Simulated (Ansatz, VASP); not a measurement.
## Two plane-wave programs on SnTe

```
CELL_PARAMETERS angstrom
0.00000 3.24230 3.24230
3.24230 0.00000 3.24230
3.24230 3.24230 0.00000
ATOMIC_POSITIONS crystal
Sn 0.00000 0.00000 0.00000
Te 0.50000 0.50000 0.50000
```

Alike in both runs: functional RPBE; k mesh 5 × 5 × 5; occupations fermi-dirac, width 0.05 eV; no spin polarisation.

Ansatz relaxed the structure, and its values are those at the end. VASP's run is a single point on that final structure, the one shown.

|  | VASP | Ansatz |
| --- | --- | --- |
| version | VASP 6.6.1 | Ansatz 0.2.0 |
| potentials or method | VASP PAW PBE potentials, release 64 (Sn_d, Te) | plane waves, PAW |
| plane-wave cutoff (eV) | 520 | 420 |
| valence electrons in the cell | 20 | 30 |

|  | VASP | Ansatz | Ansatz less VASP |
| --- | --- | --- | --- |
| pressure (GPa) | -0.1 | 0.0 | +0.09 |

VASP's potentials were made for PBE, not for RPBE. VASP's potentials hold 20 valence electrons a cell and Ansatz's 30, so a difference there can come from the potentials and not from the codes. Ansatz's warnings: stress scf threshold loose.

Neither program's run includes spin-orbit coupling.
